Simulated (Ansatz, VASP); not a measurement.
## One calculation of C, two programs

```xyz
4
Lattice="-1.3886 1.3886 2.7696 1.3886 -1.3886 2.7696 1.3886 1.3886 -2.7696" Properties=species:S:1:pos:R:3 pbc="T T T"
C     1.0036   -0.6943    3.4620
C    -0.6943    1.0036    2.0772
C     2.0829    0.3850   -0.6924
C     0.3850    2.0829    0.6924
```

Alike in both runs: task single point; functional PBE; k mesh 8 × 8 × 8; occupations gaussian, width 0.1 eV; no spin polarisation.

|  | VASP | Ansatz |
| --- | --- | --- |
| version | VASP 6.6.1 | Ansatz 0.2.0 |
| potentials or method | VASP PAW PBE potentials, release 64 (C), cutoff 520 eV | scalar-relativistic, plane waves, PAW |
| valence electrons in the cell | 16 | 16 |

```csv
,VASP,Ansatz,Ansatz less VASP
gap on the k mesh at the Fermi level (eV),none,none,-
rms of the force components (eV/Å),1.143,1.148,+0.0047
```

Atom by atom the forces differ by 0.005 eV/Å (rms over components). A gap of «none» marks a metal or a gap that the smearing closes.

The k mesh is coarse, so the values compare programs but aren't converged.
